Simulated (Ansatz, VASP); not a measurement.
# One calculation of Sr3Zn, two programs

File INCAR:

```
PREC     = Accurate       # precision mode
ENCUT    = 520            # plane-wave cutoff, eV
EDIFF    = 1E-6           # SCF threshold, eV
ISMEAR   = -1             # smearing method
SIGMA    = 0.05           # smearing width, eV
LREAL    = F              # projectors in reciprocal space
LASPH    = T              # aspherical terms in the spheres
NELM     = 60             # most SCF steps
ALGO     = Normal         # electronic algorithm
ISIF     = 2              # what is computed and relaxed
LWAVE    = F              # write WAVECAR
LCHARG   = F              # write CHGCAR
GGA      = PE             # functional
NBANDS   = 29             # bands
```

The input KPOINTS:

```
Automatic mesh
0
Gamma
  5 5 5
```

File POSCAR:

```
Sr3Zn
1.0
    5.5162340643      0.0000000000      0.0000000000
    0.0000000000      5.5162340643      0.0000000000
    0.0000000000      0.0000000000      5.5162340643
Sr Zn
3 1
Direct
    0.0000000000      0.5000000000      0.5000000000
    0.5000000000      0.5000000000      0.0000000000
    0.5000000000      0.0000000000      0.5000000000
    0.0000000000      0.0000000000      0.0000000000
```

input.yaml

```yaml
crystal:
  lattice:
    - [5.5162340643, 0.0, 0.0]
    - [0.0, 5.5162340643, 0.0]
    - [0.0, 0.0, 5.5162340643]
  atoms:
    - { symbol: Sr, position: [0.0, 0.5, 0.5] }
    - { symbol: Sr, position: [0.5, 0.5, 0.0] }
    - { symbol: Sr, position: [0.5, 0.0, 0.5] }
    - { symbol: Zn, position: [0.0, 0.0, 0.0] }
hamiltonian:
  xc: pbe
  pseudopotentials: { kind: paw }
kpoints:
  mp_grid: { grid: [5, 5, 5] }
scf:
  occupations: { method: fermi_dirac, width: 0.05 }
output:
  forces: true
  stress: true
  eigenvalues: true
```

Alike in both runs: task single point; functional PBE; k mesh 5 × 5 × 5; occupations fermi-dirac, width 0.05 eV; no spin polarisation.

|  | VASP | Ansatz |
| --- | --- | --- |
| version | VASP 6.6.1 | Ansatz 0.2.0 |
| potentials or method | VASP PAW PBE potentials, release 64 (Sr_sv, Zn) | Ansatz PAW |
| plane-wave cutoff (eV) | 520 | 420 |
| valence electrons in the cell | 42 | 42 |

|  | VASP | Ansatz | Ansatz less VASP |
| --- | --- | --- | --- |
| gap on the k mesh at the Fermi level (eV) | none | none | - |
| pressure (GPa) | -0.2 | -0.2 | -0.02 |

A gap of «none» marks a metal or a gap that the smearing closes.
